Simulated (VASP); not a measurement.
# InGaO (P-6m2) in VASP: a series of runs

InGaO is run at these levels: PBE; tasks: single point, relaxation of cell and atoms.

All numbers are computed with VASP 6.6.1; they aren't measurements. Logs are shortened: lines on timing, memory, paths and dates and some standing lists are left out, and cuts for length are marked.

## (1) The cell of the first run

It takes space group P-6m2 (No. 187, hexagonal). The conventional cell has a = 3.745 Å, b = 3.745 Å, c = 5.051 Å, α = 90.00°, β = 90.00°, γ = 120.00°. In (site symmetry -6m2) has 3 O at 2.16 Å within 2.9 Å. Ga (site symmetry -6m2) has 6 In at 3.32 Å and 6 O at 3.32 Å and 6 Ga at 3.75 Å within 4.4 Å. O (site symmetry -6m2) has 3 In at 2.16 Å within 2.9 Å.

The cell was generated, and may not be a known phase.

## (2) Single point, PBE

Contents of INCAR:

```
ALGO = Normal
EDIFF = 1E-7
ENCUT = 520
GGA = PE
ISIF = 2
ISMEAR = 0
LASPH = T
LCHARG = F
LREAL = F
LWAVE = F
NBANDS = 23
NELM = 60
PREC = Accurate
SIGMA = 0.1
```

Contents of KPOINTS:

```
k-points
0
Gamma
  12 12 10
```

Contents of POSCAR:

```
InGaO
1.0
    3.7450591471      0.0000000000      0.0000000000
   -1.8725295736      3.2433163600      0.0000000000
    0.0000000000      0.0000000000      5.0508938106
In Ga O
1 1 1
Direct
    0.6666666667      0.3333333333      0.5000000000
    0.0000000000      0.0000000000      0.0000000000
    0.3333333333      0.6666666667      0.5000000000
```

Potentials or basis: VASP PAW PBE potentials, release 64 (In_d, Ga_d, O).

The run is started by

```bash
> cat potpaw_PBE.64/In_d/POTCAR potpaw_PBE.64/Ga_d/POTCAR potpaw_PBE.64/O/POTCAR > POTCAR
> mpirun -np 1 vasp_std > vasp.out
```

OUTCAR:

```text
EDIFF = 1E-7
   ENCUT = 520
   GGA = PE
   ISIF = 2
   ISMEAR = 0
   LASPH = T
   LREAL = F
   NELM = 60
   PREC = Accurate

 ion  position               nearest neighbor table
   1  0.667  0.333  0.500-   3 2.16   3 2.16   3 2.16   2 3.32   2 3.32   2 3.32   2 3.32   2 3.32
                             2 3.32
   2  0.000  0.000  0.000-   1 3.32   1 3.32   1 3.32   1 3.32   1 3.32   1 3.32
   3  0.333  0.667  0.500-   1 2.16   1 2.16   1 2.16

  LATTYP: Found a hexagonal cell.
 ALAT       =     3.7450591471
 C/A-ratio  =     1.3486819866

  Lattice vectors:

 A1 = (   3.7450591471,   0.0000000000,   0.0000000000)
 A2 = (  -1.8725295736,   3.2433163600,   0.0000000000)
 A3 = (   0.0000000000,   0.0000000000,   5.0508938106)

Analysis of symmetry for initial positions (statically):
=====================================================================
 Subroutine PRICEL returns:
 Original cell was already a primitive cell.

 Routine SETGRP: Setting up the symmetry group for a
 hexagonal supercell.

 Subroutine GETGRP returns: Found 12 space group operations
 (whereof 12 operations were pure point group operations)
 out of a pool of 24 trial point group operations.

The static configuration has the point symmetry D_3h.

Analysis of symmetry for dynamics (positions and initial velocities):
=====================================================================
 Subroutine PRICEL returns:
 Original cell was already a primitive cell.

 Routine SETGRP: Setting up the symmetry group for a
 hexagonal supercell.

 Subroutine GETGRP returns: Found 12 space group operations
 (whereof 12 operations were pure point group operations)
 out of a pool of 24 trial point group operations.

The dynamic configuration has the point symmetry D_3h.

 Subroutine INISYM returns: Found 12 space group operations
 (whereof 12 operations are pure point group operations),
 and found     1 'primitive' translations

----------------------------------------------------------------------------------------

                                     Primitive cell

  volume of cell :      61.3502

  direct lattice vectors                    reciprocal lattice vectors
     3.745059147  0.000000000  0.000000000     0.267018480  0.154163191  0.000000000
    -1.872529574  3.243316360  0.000000000     0.000000000  0.308326382  0.000000000
     0.000000000  0.000000000  5.050893811     0.000000000  0.000000000  0.197984760

  length of vectors
     3.745059147  3.745059147  5.050893811     0.308326382  0.308326382  0.197984760

  position of ions in fractional coordinates (direct lattice)
     0.666666667  0.333333333  0.500000000
     0.000000000  0.000000000  0.000000000
     0.333333333  0.666666667  0.500000000

  ion indices of the primitive-cell ions
   primitive index   ion index
                 1           1
                 2           2
                 3           3

----------------------------------------------------------------------------------------

 KPOINTS: k-points

Automatic generation of k-mesh.
 Grid dimensions read from file:
 generate k-points for:   12   12   10

 Generating k-lattice:

  Cartesian coordinates                     Fractional coordinates (reciprocal lattice)
     0.022251540  0.012846933  0.000000000     0.083333333  0.000000000  0.000000000
     0.000000000  0.025693865  0.000000000     0.000000000  0.083333333  0.000000000
     0.000000000  0.000000000  0.019798476     0.000000000  0.000000000  0.100000000

  Length of vectors
     0.025693865  0.025693865  0.019798476

  Shift w.r.t. Gamma in fractional coordinates (k-lattice)
     0.000000000  0.000000000  0.000000000

 Subroutine IBZKPT returns following result:
 ===========================================

 Found    114 irreducible k-points:

 Following reciprocal coordinates:
            Coordinates               Weight
  0.000000  0.000000  0.000000      1.000000
  0.083333  0.000000  0.000000      6.000000
  0.166667  0.000000  0.000000      6.000000
  0.250000  0.000000  0.000000      6.000000
  0.333333  0.000000  0.000000      6.000000
  0.416667  0.000000  0.000000      6.000000
[... 16 lines left out ...]
  0.250000  0.000000  0.100000     12.000000
  0.333333  0.000000  0.100000     12.000000
 [... further k-points ...]
   k-points           NKPTS =    114   k-points in BZ     NKDIM =    114   number of bands    NBANDS=     23
   number of dos      NEDOS =    301   number of ions     NIONS =      3
   total plane-waves  NPLWV =  31360
   dimension x,y,z NGX =    28 NGY =   28 NGZ =   40
   dimension x,y,z NGXF=    56 NGYF=   56 NGZF=   80
   ions per type =               1   1   1
   NGX,Y,Z   is equivalent  to a cutoff of  12.43, 12.43, 13.17 a.u.
   NGXF,Y,Z  is equivalent  to a cutoff of  24.86, 24.86, 26.33 a.u.
 SYSTEM =  unknown system
   PREC   = accura    normal or accurate (medium, high low for compatibility)
   ISTART =      0    job   : 0-new  1-cont  2-samecut
   ICHARG =      2    charge: 1-file 2-atom 10-const
   ISPIN  =      1    spin polarized calculation?
   LNONCOLLINEAR =      F non collinear calculations
   LSORBIT =      F    spin-orbit coupling
   LASPH  =      T    aspherical Exc in radial PAW
   ENCUT  =  520.0 eV  38.22 Ry    6.18 a.u.   6.96  6.96  9.39*2*pi/ulx,y,z
   NELM   =     60;   NELMIN=  2; NELMDL= -5     # of ELM steps
   EDIFF  = 0.1E-06   stopping-criterion for ELM
   LREAL  =      F    real-space projection
   EDIFFG = 0.1E-05   stopping-criterion for IOM
   NSW    =      0    number of steps for IOM
   IBRION =     -1    ionic relax: 0-MD 1-quasi-New 2-CG
   NFREE  =      0    steps in history (QN), initial steepest desc. (CG)
   ISIF   =      2    stress and relaxation
   ISYM   =      2    0-nonsym 1-usesym 2-fastsym
   POTIM  = 0.5000    time-step for ionic-motion
   TEBEG  =    0.0;   TEEND  =   0.0 temperature during run
   PSTRESS=    0.0 pullay stress
   NELECT =      32.0000    total number of electrons
   NUPDOWN=      -1.0000    fix difference up-down
   EMIN   =  10.00;   EMAX   =-10.00  energy-range for DOS
   EFERMI =   0.00;   METHOD = LEGACY
   ISMEAR =     0;   SIGMA  =   0.10  broadening in eV -4-tet -1-fermi 0-gaus
   EFERMI_NEDOS =   21; number of points for ismear=-14 and -15
   IALGO  =     38    algorithm
   IMIX   =      4    mixing-type and parameters
     AMIX     =   0.40;   BMIX     =  1.00
     AMIX_MAG =   1.60;   BMIX_MAG =  1.00
  volume/ion in A,a.u.               =      20.45       138.00
  Fermi-wavevector in a.u.,A,eV,Ry     =   1.317810  2.490300 23.628187  1.736623
  Thomas-Fermi vector in A             =   2.447824
   LORBIT       =      0    0 simple, 1 ext, 2 COOP (PROOUT), +10 PAW based schemes
   GGA     = PE    functional components
   LHFCALC =     F    Hartree Fock is set to
   AEXX    =    0.0000 exact exchange contribution
   IVDW    =     0    specifies the selected vdW correction
   LEPSILON=     F    determine dielectric tensor
   LRPA    =     F    only Hartree local field effects (RPA)
 non-spin polarized calculation
 Gauss-broadening in eV      SIGMA  =   0.10
  energy-cutoff  :      520.00
  volume of cell :       61.35
 maximum number of plane-waves:      1668
 NGX is ok and might be reduce to    28
   NGX = 13   NGY = 13   NGZ = 19

 number of electron      32.0000003 magnetization

 Free energy of the ion-electron system (eV)
  ---------------------------------------------------
  ext. energy  EPLUGINS =         0.00000000
  ---------------------------------------------------
  free energy    TOTEN  =       -11.62566613 eV

  energy without entropy =      -11.62318117  energy(sigma->0) =      -11.62442365

 E-fermi :   4.9643     XC(G=0):  -9.8449

 val. band max:        4.9561548743   @ k =   0.1667   0.1667   0.1000
 cond. band min:       4.9645426158   @ k =   0.2500   0.1667   0.5000
 fundamental gap:      0.0083877415
 Fermi energy:         4.9642758735

 k-point     1 :       0.0000    0.0000    0.0000
  band No.  band energies     occupation
      1     -14.1210      2.00000
      2     -10.0857      2.00000
      3     -10.0640      2.00000
      4     -10.0640      2.00000
      5     -10.0319      2.00000
      6     -10.0319      2.00000
[... 15 lines left out ...]
     22      13.1670      0.00000
     23      14.7026      0.00000

 k-point     2 :       0.0833    0.0000    0.0000
  band No.  band energies     occupation
      1     -14.1066      2.00000
      2     -10.0871      2.00000
      3     -10.0651      2.00000
      4     -10.0651      2.00000
      5     -10.0322      2.00000
      6     -10.0297      2.00000
[... 15 lines left out ...]
     22      13.3377      0.00000
     23      14.0980      0.00000

 k-point     3 :       0.1667    0.0000    0.0000
  band No.  band energies     occupation
      1     -14.0679      2.00000
      2     -10.0893      2.00000
      3     -10.0681      2.00000
      4     -10.0680      2.00000
      5     -10.0331      2.00000
      6     -10.0236      2.00000
[... 15 lines left out ...]
     22      13.6431      0.00000
     23      14.2940      0.00000

 k-point     4 :       0.2500    0.0000    0.0000
  band No.  band energies     occupation
      1     -14.0169      2.00000
      2     -10.0890      2.00000
      3     -10.0727      2.00000
      4     -10.0719      2.00000
      5     -10.0348      2.00000
      6     -10.0154      2.00000
[... 15 lines left out ...]
     22      13.7525      0.00000
     23      14.1723      0.00000

 k-point     5 :       0.3333    0.0000    0.0000
  band No.  band energies     occupation
      1     -13.9683      2.00000
      2     -10.0859      2.00000
      3     -10.0780      2.00000
      4     -10.0759      2.00000
      5     -10.0364      2.00000
      6     -10.0072      2.00000
[... 434 lines left out ...]
 k-point    22 :       0.1667    0.0000    0.1000
  band No.  band energies     occupation
      1     -14.0673      2.00000
      2     -10.0889      2.00000
      3     -10.0685      2.00000
      4     -10.0680      2.00000
      5     -10.0336      2.00000
      6     -10.0239      2.00000
[... 15 lines left out ...]
     22      13.4550      0.00000
     23      14.5639      0.00000

 k-point    23 :       0.2500    0.0000    0.1000
  band No.  band energies     occupation
      1     -14.0165      2.00000
      2     -10.0886      2.00000
      3     -10.0729      2.00000
      4     -10.0713      2.00000
      5     -10.0350      2.00000
      6     -10.0157      2.00000
[... 15 lines left out ...]
     22      13.8911      0.00000
     23      14.0505      0.00000

 k-point    24 :       0.3333    0.0000    0.1000
  band No.  band energies     occupation
      1     -13.9680      2.00000
      2     -10.0858      2.00000
      3     -10.0780      2.00000
      4     -10.0746      2.00000
      5     -10.0362      2.00000
      6     -10.0074      2.00000
[... 15 lines left out ...]
     22      13.3336      0.00000
     23      14.2972      0.00000

 [... further k-points ...]
[... 5 lines left out ...]
  --------------------------------------------------------------------------------------
  -------------------------------------------------------------------------------------
  Total        0.0849073      0.0849073     -0.0290603     -0.0000000      0.0000000     -0.0000000
  in kB        2.2173768      2.2173768     -0.7589168     -0.0000000      0.0000000     -0.0000000
  external PRESSURE =       1.2252789 kB  Pullay stress =       0.0000000 kB

 VOLUME and BASIS-vectors are now :
 -----------------------------------------------------------------------------
  energy-cutoff  :      520.00
  volume of cell :       61.35
      direct lattice vectors                 reciprocal lattice vectors
     3.745059147  0.000000000  0.000000000     0.267018480  0.154163191  0.000000000
    -1.872529574  3.243316360  0.000000000     0.000000000  0.308326382  0.000000000
     0.000000000  0.000000000  5.050893811     0.000000000  0.000000000  0.197984760

 POSITION                                       TOTAL-FORCE (eV/Angst)
 -----------------------------------------------------------------------------------
      1.87253      1.08111      2.52545         0.000000      0.000000      0.000000
      0.00000      0.00000      0.00000        -0.000000      0.000000      0.000000
     -0.00000      2.16221      2.52545        -0.000000      0.000000      0.000000
 -----------------------------------------------------------------------------------
    total drift:                                0.000001     -0.000000      0.000000

  FREE ENERGIE OF THE ION-ELECTRON SYSTEM (eV)
  ---------------------------------------------------
  free  energy   TOTEN  =       -11.6256661294 eV

  energy  without entropy=      -11.6231811747  energy(sigma->0) =      -11.62442365
```

It took 3.7 min on 1 thread of Intel Xeon 8259CL, shared host; peak memory 0.3 GiB.

What came out:

* Free energy: -11.6257 eV
* Pressure: 0.1 GPa
* Band gap on the k mesh: zero (bands 16 and 17 overlap by 0.45 eV)

Levels at points of the mesh, in eV from the Fermi level:
```
           k point  band 14  band 15  band 16  band 17  band 18  band 19
(0.00, 0.00, 0.00)    -3.54    -3.54    -0.89     0.86     4.50     4.50
(0.50, 0.00, 0.00)    -4.16    -3.34    -1.57     0.86     2.65     3.43
(0.00, 0.00, 0.50)    -3.54    -3.54    -2.61     5.18     5.24     5.24
(0.50, 0.00, 0.50)    -4.57    -3.84    -0.77     0.13     1.46     3.44
```

Caveat: spin-orbit coupling is left out, which moves the levels of the heavy elements.

(Part 1 of 2 ends here.)

The gap in the log of VASP goes by the Fermi energy; the results here count the filled bands.